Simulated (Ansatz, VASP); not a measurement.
## One calculation of Ag, two programs

Contents of INCAR:

```
SYSTEM = Ag
ALGO = Normal
EDIFF = 1E-7
ENCUT = 520
GGA = PE
ISIF = 2
ISMEAR = -1
LASPH = .True.
LCHARG = .False.
LREAL = .False.
LWAVE = .False.
NBANDS = 12
NELM = 60
PREC = Accurate
SIGMA = 0.05
```

Contents of KPOINTS:

```
k-points
0
Gamma
  15 15 15
  0 0 0
```

File POSCAR:

```
Ag
1.0
    0.0000000000      1.9818070000      2.0431000000
    1.9818070000      0.0000000000      2.0431000000
    1.9818070000      1.9818070000      0.0000000000
Ag
1
Direct
    0.0000000000      0.0000000000      0.0000000000
```

Input for Ansatz:

```yaml
crystal:
  lattice:
    - [0.0, 1.981807, 2.0431]
    - [1.981807, 0.0, 2.0431]
    - [1.981807, 1.981807, 0.0]
  atoms:
    - { symbol: Ag, position: [0.0, 0.0, 0.0] }
kpoints:
  mp_grid: { grid: [15, 15, 15] }
  band_path:
    path:
      - [0.0, 0.0, 0.0]
      - [0.0, 0.5, 0.5]
      - [0.25, 0.75, 0.5]
      - [0.0, 0.5, 0.0]
      - [0.0, 0.0, 0.0]
      - [0.5, 0.5, 0.0]
      - [0.3676125, 0.6323875, 0.0]
      - [-0.3676125, 0.3676125, 0.0]
      - [0.0, 0.0, 0.0]
    npoints: 5
scf:
  occupations: { method: fermi_dirac, width: 0.05 }
hamiltonian:
  xc: pbe
  pseudopotentials: { kind: all_electron, lapw: { basis_error: 0.001 } }
output:
  forces: true
  stress: true
  eigenvalues: true
```

Change from the starting cell: equal xx and yy strain of -3 %.

Alike in both runs: task single point; functional PBE; k mesh 15 × 15 × 15; occupations fermi-dirac, width 0.05 eV; no spin polarisation.

```csv
,VASP,Ansatz
version,VASP 6.6.1,Ansatz 0.2.0
potentials or method,"VASP PAW PBE potentials, release 64 (Ag), cutoff 520 eV","all-electron LAPW, scalar-relativistic"
```

Ansatz gave:

- pressure (GPa): 13.0
- traceless stress, the component that is largest in VASP (GPa): -0.89

Question: Estimate VASP's values.

Answer: Pressure (GPa): 12.8; traceless stress, the component that is largest in VASP (GPa): -0.87.

Ansatz ran all-electron here, and VASP with PAW potentials.
